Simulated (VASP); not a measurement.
# TlPb2 (Fd-3m) in VASP: notebook

Runs on TlPb2. Level: PBE. Tasks: single point, relaxation of cell and atoms.

Program: VASP 6.6.1. These are calculated values, not measurements. Logs are shortened: lines on timing, memory, paths and dates and some standing lists are left out, and cuts for length are marked.

### Step 1. The cell of the first run

Symmetry: Fd-3m, No. 227, cubic system. Conventional cell: a = 9.554 Å, b = 9.554 Å, c = 9.554 Å, α = 90.00°, β = 90.00°, γ = 90.00°. Within 5.2 Å of Tl (site symmetry -43m) lie 12 Pb at 3.96 Å and 4 Tl at 4.14 Å. Pb (site symmetry -3m) has 6 Pb at 3.38 Å and 6 Tl at 3.96 Å within 4.4 Å.

### Step 2. Single point, PBE (36.34 Å³/atom)

The input, INCAR:

```
PREC     = Accurate       # precision mode
ENCUT    = 520            # plane-wave cutoff, eV
EDIFF    = 1E-6           # SCF threshold, eV
ISMEAR   = 0              # smearing method
SIGMA    = 0.1            # smearing width, eV
LREAL    = False          # projectors in reciprocal space
LASPH    = True           # aspherical terms in the spheres
NELM     = 80             # most SCF steps
ALGO     = Fast           # electronic algorithm
ISIF     = 2              # what is computed and relaxed
LWAVE    = False          # write WAVECAR
LCHARG   = False          # write CHGCAR
GGA      = PE             # functional
NBANDS   = 50             # bands
```

The input, KPOINTS:

```
regular mesh
0
Gamma
  8 8 8
```

The input, POSCAR:

```
TlPb2
1.0
    0.0000000000      4.7769375635      4.7769375635
    4.7769375635      0.0000000000      4.7769375635
    4.7769375635      4.7769375635      0.0000000000
Tl Pb
2 4
Direct
    0.0000000000      0.0000000000      0.0000000000
    0.2500000000      0.2500000000      0.2500000000
    0.6250000000      0.6250000000      0.6250000000
    0.1250000000      0.6250000000      0.6250000000
    0.6250000000      0.1250000000      0.6250000000
    0.6250000000      0.6250000000      0.1250000000
```

Potentials or basis: VASP PAW PBE potentials, release 64 (Tl_d, Pb_d).

On the command line:

```console
$ cat potpaw_PBE.64/Tl_d/POTCAR potpaw_PBE.64/Pb_d/POTCAR > POTCAR
$ mpirun -np 1 vasp_std > vasp.out
```

OUTCAR:

```text
PREC = Accurate
   ENCUT = 520
   EDIFF = 1E-6
   ISMEAR = 0
   LREAL = False
   LASPH = True
   NELM = 80
   ISIF = 2
   GGA = PE

 ion  position               nearest neighbor table
   1  0.000  0.000  0.000-   5 3.96   6 3.96   4 3.96   6 3.96   3 3.96   4 3.96   5 3.96   3 3.96
                             3 3.96   4 3.96   5 3.96   6 3.96   2 4.14   2 4.14   2 4.14   2 4.14
   2  0.250  0.250  0.250-   3 3.96   4 3.96   5 3.96   4 3.96   6 3.96   5 3.96   6 3.96   4 3.96
                             5 3.96   3 3.96   6 3.96   3 3.96   1 4.14   1 4.14   1 4.14   1 4.14
   3  0.625  0.625  0.625-   4 3.38   5 3.38   6 3.38   6 3.38   5 3.38   4 3.38   1 3.96   2 3.96
                             1 3.96   2 3.96   1 3.96   2 3.96
   4  0.125  0.625  0.625-   3 3.38   6 3.38   5 3.38   3 3.38   5 3.38   6 3.38   2 3.96   1 3.96
                             2 3.96   1 3.96   1 3.96   2 3.96
   5  0.625  0.125  0.625-   3 3.38   6 3.38   3 3.38   4 3.38   6 3.38   4 3.38   1 3.96   2 3.96
                             1 3.96   2 3.96   1 3.96   2 3.96
   6  0.625  0.625  0.125-   3 3.38   3 3.38   4 3.38   5 3.38   5 3.38   4 3.38   1 3.96   2 3.96
                             1 3.96   2 3.96   1 3.96   2 3.96

  LATTYP: Found a face centered cubic cell.
 ALAT       =     9.5538751270

  Lattice vectors:

 A1 = (   0.0000000000,   4.7769375635,   4.7769375635)
 A2 = (   4.7769375635,   0.0000000000,   4.7769375635)
 A3 = (   4.7769375635,   4.7769375635,   0.0000000000)

Analysis of symmetry for initial positions (statically):
=====================================================================
 Subroutine PRICEL returns:
 Original cell was already a primitive cell.

 Routine SETGRP: Setting up the symmetry group for a
 face centered cubic supercell.

 Subroutine GETGRP returns: Found 48 space group operations
 (whereof 24 operations were pure point group operations)
 out of a pool of 48 trial point group operations.

The static configuration has the point symmetry T_d .
 The point group associated with its full space group is O_h .

Analysis of symmetry for dynamics (positions and initial velocities):
=====================================================================
 Subroutine PRICEL returns:
 Original cell was already a primitive cell.

 Routine SETGRP: Setting up the symmetry group for a
 face centered cubic supercell.

 Subroutine GETGRP returns: Found 48 space group operations
 (whereof 24 operations were pure point group operations)
 out of a pool of 48 trial point group operations.

The dynamic configuration has the point symmetry T_d .
 The point group associated with its full space group is O_h .

 Subroutine INISYM returns: Found 48 space group operations
 (whereof 24 operations are pure point group operations),
 and found     1 'primitive' translations

----------------------------------------------------------------------------------------

                                     Primitive cell

  volume of cell :     218.0111

  direct lattice vectors                    reciprocal lattice vectors
     0.000000000  4.776937563  4.776937563    -0.104669570  0.104669570  0.104669570
     4.776937563  0.000000000  4.776937563     0.104669570 -0.104669570  0.104669570
     4.776937563  4.776937563  0.000000000     0.104669570  0.104669570 -0.104669570

  length of vectors
     6.755609889  6.755609889  6.755609889     0.181293013  0.181293013  0.181293013

  position of ions in fractional coordinates (direct lattice)
     0.000000000  0.000000000  0.000000000
     0.250000000  0.250000000  0.250000000
     0.625000000  0.625000000  0.625000000
     0.125000000  0.625000000  0.625000000
     0.625000000  0.125000000  0.625000000
     0.625000000  0.625000000  0.125000000

  ion indices of the primitive-cell ions
   primitive index   ion index
                 1           1
                 2           2
                 3           3
                 4           4
                 5           5
                 6           6

----------------------------------------------------------------------------------------

 KPOINTS: regular mesh

Automatic generation of k-mesh.
 Grid dimensions read from file:
 generate k-points for:    8    8    8

 Generating k-lattice:

  Cartesian coordinates                     Fractional coordinates (reciprocal lattice)
    -0.013083696  0.013083696  0.013083696     0.125000000  0.000000000  0.000000000
     0.013083696 -0.013083696  0.013083696     0.000000000  0.125000000  0.000000000
     0.013083696  0.013083696 -0.013083696     0.000000000  0.000000000  0.125000000

  Length of vectors
     0.022661627  0.022661627  0.022661627

  Shift w.r.t. Gamma in fractional coordinates (k-lattice)
     0.000000000  0.000000000  0.000000000

 Subroutine IBZKPT returns following result:
 ===========================================

 Found     29 irreducible k-points:

 Following reciprocal coordinates:
            Coordinates               Weight
  0.000000  0.000000  0.000000      1.000000
  0.125000  0.000000  0.000000      8.000000
  0.250000  0.000000  0.000000      8.000000
  0.375000  0.000000  0.000000      8.000000
  0.500000  0.000000  0.000000      4.000000
  0.125000  0.125000  0.000000      6.000000
[... 16 lines left out ...]
  0.500000  0.250000  0.125000     48.000000
 -0.375000  0.250000  0.125000     24.000000
 [... further k-points ...]
   k-points           NKPTS =     29   k-points in BZ     NKDIM =     29   number of bands    NBANDS=     50
   number of dos      NEDOS =    301   number of ions     NIONS =      6
   total plane-waves  NPLWV = 125000
   dimension x,y,z NGX =    50 NGY =   50 NGZ =   50
   dimension x,y,z NGXF=   100 NGYF=  100 NGZF=  100
   ions per type =               2   4
   NGX,Y,Z   is equivalent  to a cutoff of  12.30, 12.30, 12.30 a.u.
   NGXF,Y,Z  is equivalent  to a cutoff of  24.61, 24.61, 24.61 a.u.
 SYSTEM =  unknown system
   PREC   = accura    normal or accurate (medium, high low for compatibility)
   ISTART =      0    job   : 0-new  1-cont  2-samecut
   ICHARG =      2    charge: 1-file 2-atom 10-const
   ISPIN  =      1    spin polarized calculation?
   LNONCOLLINEAR =      F non collinear calculations
   LSORBIT =      F    spin-orbit coupling
   LASPH  =      T    aspherical Exc in radial PAW
   ENCUT  =  520.0 eV  38.22 Ry    6.18 a.u.  12.56 12.56 12.56*2*pi/ulx,y,z
   NELM   =     80;   NELMIN=  2; NELMDL= -5     # of ELM steps
   EDIFF  = 0.1E-05   stopping-criterion for ELM
   LREAL  =      F    real-space projection
   EDIFFG = 0.1E-04   stopping-criterion for IOM
   NSW    =      0    number of steps for IOM
   IBRION =     -1    ionic relax: 0-MD 1-quasi-New 2-CG
   NFREE  =      0    steps in history (QN), initial steepest desc. (CG)
   ISIF   =      2    stress and relaxation
   ISYM   =      2    0-nonsym 1-usesym 2-fastsym
   POTIM  = 0.5000    time-step for ionic-motion
   TEBEG  =    0.0;   TEEND  =   0.0 temperature during run
   PSTRESS=    0.0 pullay stress
   NELECT =      82.0000    total number of electrons
   NUPDOWN=      -1.0000    fix difference up-down
   EMIN   =  10.00;   EMAX   =-10.00  energy-range for DOS
   EFERMI =   0.00;   METHOD = LEGACY
   ISMEAR =     0;   SIGMA  =   0.10  broadening in eV -4-tet -1-fermi 0-gaus
   EFERMI_NEDOS =   21; number of points for ismear=-14 and -15
   IALGO  =     68    algorithm
   IMIX   =      4    mixing-type and parameters
     AMIX     =   0.40;   BMIX     =  1.00
     AMIX_MAG =   1.60;   BMIX_MAG =  1.00
  volume/ion in A,a.u.               =      36.34       245.20
  Fermi-wavevector in a.u.,A,eV,Ry     =   1.181734  2.233154 19.000485  1.396496
  Thomas-Fermi vector in A             =   2.318002
   LORBIT       =      0    0 simple, 1 ext, 2 COOP (PROOUT), +10 PAW based schemes
   GGA     = PE    functional components
   LHFCALC =     F    Hartree Fock is set to
   AEXX    =    0.0000 exact exchange contribution
   IVDW    =     0    specifies the selected vdW correction
   LEPSILON=     F    determine dielectric tensor
   LRPA    =     F    only Hartree local field effects (RPA)
 non-spin polarized calculation
 RMM-DIIS sequential band-by-band and
 Gauss-broadening in eV      SIGMA  =   0.10
  energy-cutoff  :      520.00
  volume of cell :      218.01
 maximum number of plane-waves:      5961
   NGX = 25   NGY = 25   NGZ = 25

 number of electron      82.0000010 magnetization

 Free energy of the ion-electron system (eV)
  ---------------------------------------------------
  ext. energy  EPLUGINS =         0.00000000
  ---------------------------------------------------
  free energy    TOTEN  =       -18.30723015 eV

  energy without entropy =      -18.28871326  energy(sigma->0) =      -18.29797171

 E-fermi :   5.1157     XC(G=0):  -9.1930

 val. band max:        5.0645898361   @ k =  -0.3750   0.2500   0.1250
 cond. band min:       5.1174371767   @ k =   0.3750   0.0000   0.0000
 fundamental gap:      0.0528473406
 Fermi energy:         5.1157494671

 k-point     1 :       0.0000    0.0000    0.0000
  band No.  band energies     occupation
      1     -12.0906      2.00000
      2     -11.9836      2.00000
      3     -11.9836      2.00000
      4     -11.9836      2.00000
      5     -11.9812      2.00000
      6     -11.9812      2.00000
[... 42 lines left out ...]
     49       9.7086      0.00000
     50       9.7086      0.00000

 k-point     2 :       0.1250    0.0000    0.0000
  band No.  band energies     occupation
      1     -12.0804      2.00000
      2     -11.9811      2.00000
      3     -11.9811      2.00000
      4     -11.9800      2.00000
      5     -11.9686      2.00000
      6     -11.9686      2.00000
[... 42 lines left out ...]
     49       9.4600      0.00000
     50       9.5586      0.00000

 k-point     3 :       0.2500    0.0000    0.0000
  band No.  band energies     occupation
      1     -12.0562      2.00000
      2     -11.9780      2.00000
      3     -11.9780      2.00000
      4     -11.9659      2.00000
      5     -11.9294      2.00000
      6     -11.9294      2.00000
[... 42 lines left out ...]
     49       9.5685      0.00000
     50       9.6037      0.00000

 k-point     4 :       0.3750    0.0000    0.0000
  band No.  band energies     occupation
      1     -12.0358      2.00000
      2     -11.9751      2.00000
      3     -11.9751      2.00000
      4     -11.9338      2.00000
      5     -11.8723      2.00000
      6     -11.8723      2.00000
[... 999 lines left out ...]
 k-point    23 :       0.5000    0.2500    0.1250
  band No.  band energies     occupation
      1     -12.0073      2.00000
      2     -11.9671      2.00000
      3     -11.9480      2.00000
      4     -11.9350      2.00000
      5     -11.8847      2.00000
      6     -11.8437      2.00000
[... 42 lines left out ...]
     49       8.3122      0.00000
     50       8.8328      0.00000

 k-point    24 :      -0.3750    0.2500    0.1250
  band No.  band energies     occupation
      1     -12.0000      2.00000
      2     -11.9659      2.00000
      3     -11.9347      2.00000
      4     -11.9148      2.00000
      5     -11.8659      2.00000
      6     -11.8378      2.00000
[... 42 lines left out ...]
     49       8.7451      0.00000
     50       8.9951      0.00000

 [... further k-points ...]

------------------------ aborting loop because EDIFF is reached ----------------------------------------

  FORCE on cell =-STRESS in cart. coord.  units (eV):
  Direction    XX          YY          ZZ          XY          YZ          ZX
  --------------------------------------------------------------------------------------
  -------------------------------------------------------------------------------------
  Total       -2.1704926     -2.1704926     -2.1704926      0.0000000      0.0000000      0.0000000
  in kB      -15.9510843    -15.9510843    -15.9510843      0.0000000      0.0000000      0.0000000
  external PRESSURE =     -15.9510843 kB  Pullay stress =       0.0000000 kB

 VOLUME and BASIS-vectors are now :
 -----------------------------------------------------------------------------
  energy-cutoff  :      520.00
  volume of cell :      218.01
      direct lattice vectors                 reciprocal lattice vectors
     0.000000000  4.776937563  4.776937563    -0.104669570  0.104669570  0.104669570
     4.776937563  0.000000000  4.776937563     0.104669570 -0.104669570  0.104669570
     4.776937563  4.776937563  0.000000000     0.104669570  0.104669570 -0.104669570

 POSITION                                       TOTAL-FORCE (eV/Angst)
 -----------------------------------------------------------------------------------
      0.00000      0.00000      0.00000        -0.000000     -0.000000     -0.000000
      2.38847      2.38847      2.38847         0.000000      0.000000      0.000000
      5.97117      5.97117      5.97117        -0.000000     -0.000000      0.000000
      5.97117      3.58270      3.58270        -0.000000     -0.000000      0.000000
      3.58270      5.97117      3.58270        -0.000000     -0.000000      0.000000
      3.58270      3.58270      5.97117        -0.000000     -0.000000      0.000000
 -----------------------------------------------------------------------------------
    total drift:                               -0.000000     -0.000000      0.000000

  FREE ENERGIE OF THE ION-ELECTRON SYSTEM (eV)
  ---------------------------------------------------
  free  energy   TOTEN  =       -18.3072301516 eV

  energy  without entropy=      -18.2887132607  energy(sigma->0) =      -18.29797171
```

Run time: 3.1 min. Hardware: 1 thread of AMD EPYC 9R45 (Zen 5), shared host; peak memory 0.46 GiB.

Results:

```yaml
Free_energy: -18.3072 eV
Pressure: -1.6 GPa
Band_gap_on_the_k_mesh: zero (bands 41 and 42 overlap by 1.93 eV)
```

Caveat: spin-orbit coupling is left out, which moves the levels of the heavy elements.

(Continued in part 2 of 2.)

The gap in the log of VASP goes by the Fermi energy; the results here count the filled bands.